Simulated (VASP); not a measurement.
# AlNi (P4/mmm) in VASP: further runs

The runs below take AlNi through single point, with PBEsol.

Everything below comes from runs of VASP 6.6.1. Logs are shortened: lines on timing, memory, paths and dates and some standing lists are left out, and cuts for length are marked.

**1. The cell of the first run**

The structure is tetragonal, space group P4/mmm (No. 123). The conventional cell has a = 2.896 Å, b = 2.896 Å, c = 2.776 Å, α = 90.00°, β = 90.00°, γ = 90.00°. Al (site symmetry 4/mmm) has 8 Ni at 2.47 Å and 6 Al at 2.78 to 2.90 Å within 3.3 Å. Within 3.3 Å of Ni (site symmetry 4/mmm) lie 8 Al at 2.47 Å and 6 Ni at 2.78 to 2.90 Å.

**2. Single point, PBEsol (uniaxial strain along c: -3.0 %, then relaxed in part)**

Input file INCAR:

```
SYSTEM = AlNi
PREC = Accurate
ENCUT = 520
EDIFF = 1E-6
ISMEAR = 0
SIGMA = 0.1
LREAL = .False.
LASPH = .True.
NELM = 100
ALGO = Fast
ISIF = 2
LWAVE = .False.
LCHARG = .False.
GGA = PS
NBANDS = 14
```

Input file KPOINTS:

```
regular mesh
0
Gamma
  18 18 18
  0 0 0
```

Input file POSCAR:

```
AlNi
1.0
    2.8958143403      0.0000000000      0.0000000000
    0.0000000000      2.8958143403      0.0000000000
    0.0000000000      0.0000000000      2.7764806495
Al Ni
1 1
Direct
    0.5000000000      0.5000000000      0.5000000000
    0.0000000000      0.0000000000      0.0000000000
```

Potentials or basis: VASP PAW PBE potentials, release 64 (Al, Ni).

Command:

```console
> cat potpaw_PBE.64/Al/POTCAR potpaw_PBE.64/Ni/POTCAR > POTCAR
> mpirun -np 1 vasp_std > vasp.out
```

OUTCAR:

```text
SYSTEM = AlNi
   PREC = Accurate
   ENCUT = 520
   EDIFF = 1E-6
   ISMEAR = 0
   LREAL = .False.
   LASPH = .True.
   NELM = 100
   ISIF = 2
   GGA = PS

 ion  position               nearest neighbor table
   1  0.500  0.500  0.500-   2 2.47   2 2.47   2 2.47   2 2.47   2 2.47   2 2.47   2 2.47   2 2.47

   2  0.000  0.000  0.000-   1 2.47   1 2.47   1 2.47   1 2.47   1 2.47   1 2.47   1 2.47   1 2.47

  LATTYP: Found a simple tetragonal cell.
 ALAT       =     2.8958143403
 C/A-ratio  =     0.9587909732

  Lattice vectors:

 A1 = (   2.8958143403,   0.0000000000,   0.0000000000)
 A2 = (   0.0000000000,   2.8958143403,   0.0000000000)
 A3 = (   0.0000000000,   0.0000000000,   2.7764806495)

Analysis of symmetry for initial positions (statically):
=====================================================================
 Subroutine PRICEL returns:
 Original cell was already a primitive cell.

 Routine SETGRP: Setting up the symmetry group for a
 simple tetragonal supercell.

 Subroutine GETGRP returns: Found 16 space group operations
 (whereof 16 operations were pure point group operations)
 out of a pool of 16 trial point group operations.

The static configuration has the point symmetry D_4h.

Analysis of symmetry for dynamics (positions and initial velocities):
=====================================================================
 Subroutine PRICEL returns:
 Original cell was already a primitive cell.

 Routine SETGRP: Setting up the symmetry group for a
 simple tetragonal supercell.

 Subroutine GETGRP returns: Found 16 space group operations
 (whereof 16 operations were pure point group operations)
 out of a pool of 16 trial point group operations.

The dynamic configuration has the point symmetry D_4h.

 Subroutine INISYM returns: Found 16 space group operations
 (whereof 16 operations are pure point group operations),
 and found     1 'primitive' translations

----------------------------------------------------------------------------------------

                                     Primitive cell

  volume of cell :      23.2828

  direct lattice vectors                    reciprocal lattice vectors
     2.895814340  0.000000000  0.000000000     0.345326006  0.000000000  0.000000000
     0.000000000  2.895814340  0.000000000     0.000000000  0.345326006  0.000000000
     0.000000000  0.000000000  2.776480649     0.000000000  0.000000000  0.360168186

  length of vectors
     2.895814340  2.895814340  2.776480649     0.345326006  0.345326006  0.360168186

[... 92 lines left out ...]
   NUPDOWN=      -1.0000    fix difference up-down
   EMIN   =  10.00;   EMAX   =-10.00  energy-range for DOS
   EFERMI =   0.00;   METHOD = LEGACY
   ISMEAR =     0;   SIGMA  =   0.10  broadening in eV -4-tet -1-fermi 0-gaus
   EFERMI_NEDOS =   21; number of points for ismear=-14 and -15
   IALGO  =     68    algorithm
   IMIX   =      4    mixing-type and parameters
     AMIX     =   0.40;   BMIX     =  1.00
     AMIX_MAG =   1.60;   BMIX_MAG =  1.00
  volume/ion in A,a.u.               =      11.64        78.56
  Fermi-wavevector in a.u.,A,eV,Ry     =   1.348064  2.547472 24.725557  1.817277
  Thomas-Fermi vector in A             =   2.475764
   LORBIT       =      0    0 simple, 1 ext, 2 COOP (PROOUT), +10 PAW based schemes
   GGA     = PS    functional components
   LHFCALC =     F    Hartree Fock is set to
   AEXX    =    0.0000 exact exchange contribution
   IVDW    =     0    specifies the selected vdW correction
   LEPSILON=     F    determine dielectric tensor
   LRPA    =     F    only Hartree local field effects (RPA)
 non-spin polarized calculation
 RMM-DIIS sequential band-by-band and
 Gauss-broadening in eV      SIGMA  =   0.10
  energy-cutoff  :      520.00
  volume of cell :       23.28
 maximum number of plane-waves:       643
 NGX is ok and might be reduce to    24
   NGX = 11   NGY = 11   NGZ = 11

 number of electron      13.0000007 magnetization

 Free energy of the ion-electron system (eV)
  ---------------------------------------------------
  ext. energy  EPLUGINS =         0.00000000
  ---------------------------------------------------
  free energy    TOTEN  =       -11.58014473 eV

  energy without entropy =      -11.57616135  energy(sigma->0) =      -11.57815304

 E-fermi :  10.2504     XC(G=0): -12.2960

 val. band max:       10.2473218958   @ k =   0.3333   0.0000   0.3333
 cond. band min:      10.2523467788   @ k =   0.3333   0.2222   0.0000
 fundamental gap:      0.0050248830
 Fermi energy:        10.2504454304

 k-point     1 :       0.0000    0.0000    0.0000
  band No.  band energies     occupation
      1      -1.0763      2.00000
      2       6.8687      2.00000
      3       6.8989      2.00000
      4       8.5751      2.00000
      5       8.7049      2.00000
      6       8.7049      2.00000
      7      15.3579      0.00000
      8      15.3579      0.00000
      9      16.9183      0.00000
     10      18.3100      0.00000
     11      18.5745      0.00000
     12      24.5533      0.00000
     13      30.8138      0.00000
     14      31.8241      0.00000
[... 377 lines left out ...]
      1       1.1070      2.00000
      2       5.7571      2.00000
      3       7.2359      2.00000
      4       7.9134      2.00000
      5       8.2450      2.00000
      6       8.6929      2.00000
      7      10.0571      1.99374
      8      15.6379      0.00000
      9      19.4787      0.00000
     10      19.5113      0.00000
     11      22.4025      0.00000
     12      24.2783      0.00000
     13      25.0758      0.00000
     14      28.1560      0.00000

 [... further k-points ...]

------------------------ aborting loop because EDIFF is reached ----------------------------------------

  FORCE on cell =-STRESS in cart. coord.  units (eV):
  Direction    XX          YY          ZZ          XY          YZ          ZX
  --------------------------------------------------------------------------------------
  -------------------------------------------------------------------------------------
  Total        0.0133787      0.0133787      0.6265710      0.0000000     -0.0000000      0.0000000
  in kB        0.9206377      0.9206377     43.1166308      0.0000000     -0.0000000      0.0000000
  external PRESSURE =      14.9859687 kB  Pullay stress =       0.0000000 kB

 VOLUME and BASIS-vectors are now :
 -----------------------------------------------------------------------------
  energy-cutoff  :      520.00
  volume of cell :       23.28
      direct lattice vectors                 reciprocal lattice vectors
     2.895814340  0.000000000  0.000000000     0.345326006  0.000000000  0.000000000
     0.000000000  2.895814340  0.000000000     0.000000000  0.345326006  0.000000000
     0.000000000  0.000000000  2.776480649     0.000000000  0.000000000  0.360168186

 POSITION                                       TOTAL-FORCE (eV/Angst)
 -----------------------------------------------------------------------------------
      1.44791      1.44791      1.38824         0.000000      0.000000      0.000000
      0.00000      0.00000      0.00000         0.000000      0.000000      0.000000
 -----------------------------------------------------------------------------------
    total drift:                               -0.000000      0.000000      0.000000

  FREE ENERGIE OF THE ION-ELECTRON SYSTEM (eV)
  ---------------------------------------------------
  free  energy   TOTEN  =       -11.5801447283 eV

  energy  without entropy=      -11.5761613537  energy(sigma->0) =      -11.57815304
```

It took 1.7 min on 1 thread of AMD EPYC 9R45 (Zen 5), shared host; peak memory 0.26 GiB.

Results:

| Property | Result |
| --- | --- |
| Free energy | -11.5801 eV |
| Pressure | 1.5 GPa |
| Band gap on the k mesh | zero (an odd number of electrons rules out a gap without spin polarisation) |

Stress tensor (GPa, compression positive):
```
0.09 0.00 0.00
0.00 0.09 0.00
0.00 0.00 4.31
```

Levels at points of the mesh, in eV from the Fermi level:
| k point | band 3 | band 4 | band 5 | band 6 | band 7 | band 8 | band 9 | band 10 | band 11 | band 12 |
| --- | --- | --- | --- | --- | --- | --- | --- | --- | --- | --- |
| (0.00, 0.00, 0.00) | -3.35 | -1.68 | -1.55 | -1.55 | 5.11 | 5.11 | 6.67 | 8.06 | 8.32 | 14.30 |
| (0.50, 0.00, 0.00) | -2.90 | -2.41 | -2.16 | -1.46 | -0.76 | 8.28 | 9.59 | 10.61 | 11.06 | 11.90 |
| (0.50, 0.50, 0.00) | -3.14 | -3.14 | -2.02 | -2.02 | -1.11 | 1.24 | 2.37 | 13.33 | 15.98 | 16.20 |
| (0.00, 0.00, 0.50) | -2.81 | -2.40 | -2.40 | -1.56 | -0.44 | 8.35 | 9.77 | 9.77 | 11.06 | 11.06 |
| (0.50, 0.00, 0.50) | -2.96 | -2.74 | -2.23 | -2.19 | -1.02 | 1.67 | 2.76 | 12.26 | 14.82 | 15.11 |
| (0.50, 0.50, 0.50) | -4.22 | -1.07 | -0.96 | 1.94 | 1.94 | 2.03 | 3.98 | 4.29 | 4.75 | 4.75 |

Caveat: the cell differs from its parent crystal (uniaxial strain along c: -3.0 %, then relaxed in part); the PAW data sets were made with another functional, which shifts forces and pressure a little. Spin polarisation is off, so any magnetic state and its effect on volume and gap are missing.

**3. Single point, PBEsol (uniaxial strain along c: -4.5 %, then relaxed in part)**

Input file INCAR:

```
SYSTEM = AlNi
ALGO     = Fast           ! electronic algorithm
EDIFF    = 1E-6           ! SCF threshold, eV
ENCUT    = 520            ! plane-wave cutoff, eV
GGA      = PS             ! functional
ISIF     = 2              ! what is computed and relaxed
ISMEAR   = 0              ! smearing method
LASPH    = .TRUE.         ! aspherical terms in the spheres
LCHARG   = .FALSE.        ! write CHGCAR
LREAL    = .FALSE.        ! projectors in reciprocal space
LWAVE    = .FALSE.        ! write WAVECAR
NBANDS   = 14             ! bands
NELM     = 60             ! most SCF steps
PREC     = Accurate       ! precision mode
SIGMA    = 0.1            ! smearing width, eV
```

Input file KPOINTS:

```
k-points
0
G
  18 18 18
  0 0 0
```

Input file POSCAR:

```
AlNi
1.0
    2.9133335272      0.0000000000      0.0000000000
    0.0000000000      2.9133335272      0.0000000000
    0.0000000000      0.0000000000      2.7335453817
Al Ni
1 1
Direct
    0.5000000000      0.5000000000      0.5000000000
    0.0000000000      0.0000000000      0.0000000000
```

Potentials or basis: VASP PAW PBE potentials, release 64 (Al, Ni).

Command:

```console
> cat potpaw_PBE.64/Al/POTCAR potpaw_PBE.64/Ni/POTCAR > POTCAR
> mpirun -np 1 vasp_std > vasp.out
```

It took 88 s on 1 thread of AMD EPYC 9R45 (Zen 5), shared host; peak memory 0.25 GiB.

It converged, with:

```yaml
Free_energy: -11.5678 eV
Pressure: 2.2 GPa
Band_gap_on_the_k_mesh: zero (an odd number of electrons rules out a gap without spin polarisation)
```

Stress tensor (GPa, compression positive):
```
-0.07  0.00  0.00
 0.00 -0.07  0.00
 0.00  0.00  6.59
```

Levels at points of the mesh, in eV from the Fermi level:
```tsv
k point	band 4	band 5	band 6	band 7	band 8	band 9	band 10	band 11
(0.00, 0.00, 0.00)	-1.73	-1.53	-1.53	4.86	4.86	7.25	7.97	8.31
(0.50, 0.00, 0.00)	-2.47	-2.09	-1.46	-0.82	8.21	9.34	10.35	11.58
(0.50, 0.50, 0.00)	-3.25	-1.97	-1.97	-1.15	1.10	2.25	13.78	16.35
(0.00, 0.00, 0.50)	-2.46	-2.46	-1.59	-0.34	8.36	9.61	9.61	11.04
(0.50, 0.00, 0.50)	-2.64	-2.30	-2.22	-1.03	1.77	2.84	12.13	14.58
(0.50, 0.50, 0.50)	-1.10	-0.95	1.93	1.93	2.06	4.02	4.15	4.84
```

Caveat: the cell differs from its parent crystal (uniaxial strain along c: -4.5 %, then relaxed in part); the stress differs along the axes, from -0 to 7 GPa; the PAW data sets were made with another functional, which shifts forces and pressure a little.

**4. Single point, PBEsol (uniaxial strain along c: -1.5 %, then relaxed in part)**

Input file INCAR:

```
SYSTEM = AlNi
PREC     = Accurate       ! precision mode
ENCUT    = 520            ! plane-wave cutoff, eV
EDIFF    = 1E-6           ! SCF threshold, eV
ISMEAR   = 0              ! smearing method
SIGMA    = 0.1            ! smearing width, eV
LREAL    = .False.        ! projectors in reciprocal space
LASPH    = .True.         ! aspherical terms in the spheres
NELM     = 80             ! most SCF steps
ALGO     = Fast           ! electronic algorithm
ISIF     = 2              ! what is computed and relaxed
LWAVE    = .False.        ! write WAVECAR
LCHARG   = .False.        ! write CHGCAR
GGA      = PS             ! functional
NBANDS   = 14             ! bands
```

Input file KPOINTS:

```
regular mesh
0
Gamma
  18 18 18
  0 0 0
```

Input file POSCAR:

```
AlNi
1.0
    2.8793489255      0.0000000000      0.0000000000
    0.0000000000      2.8793489255      0.0000000000
    0.0000000000      0.0000000000      2.8194159173
Al Ni
1 1
Direct
    0.5000000000      0.5000000000      0.5000000000
    0.0000000000      0.0000000000      0.0000000000
```

Command:

```console
> cat potpaw_PBE.64/Al/POTCAR potpaw_PBE.64/Ni/POTCAR > POTCAR
> mpirun -np 1 vasp_std > vasp.out
```

Run time: 1.8 min. Hardware: 1 thread of AMD EPYC 9R45 (Zen 5), shared host; peak memory 0.26 GiB.

It converged, with:

```
Free energy            : -11.5868 eV
Pressure               : 0.5 GPa
Band gap on the k mesh : zero (an odd number of electrons rules out a gap without spin polarisation)
```

Stress tensor (GPa, compression positive):
```
-0.03  0.00  0.00
 0.00 -0.03  0.00
 0.00  0.00  1.71
```

Levels at points of the mesh, in eV from the Fermi level:
```tsv
k point	band 3	band 4	band 5	band 6	band 7	band 8	band 9	band 10	band 11	band 12
(0.00, 0.00, 0.00)	-3.35	-1.63	-1.57	-1.57	5.33	5.33	6.10	8.13	8.28	14.15
(0.50, 0.00, 0.00)	-2.87	-2.36	-2.24	-1.49	-0.72	8.30	9.83	10.55	10.84	11.48
(0.50, 0.50, 0.00)	-3.04	-3.04	-2.09	-2.09	-1.08	1.36	2.47	12.89	15.61	15.62
(0.00, 0.00, 0.50)	-2.83	-2.36	-2.36	-1.53	-0.56	8.32	9.92	9.92	11.06	11.06
(0.50, 0.00, 0.50)	-2.95	-2.85	-2.19	-2.17	-1.03	1.57	2.67	12.36	15.04	15.26
(0.50, 0.50, 0.50)	-4.21	-1.04	-0.99	1.94	1.94	1.99	3.92	4.42	4.64	4.64
```

Caveat: the cell differs from its parent crystal (uniaxial strain along c: -1.5 %, then relaxed in part); the PAW data sets were made with another functional, which shifts forces and pressure a little.

(Continued in part 2 of 2.)
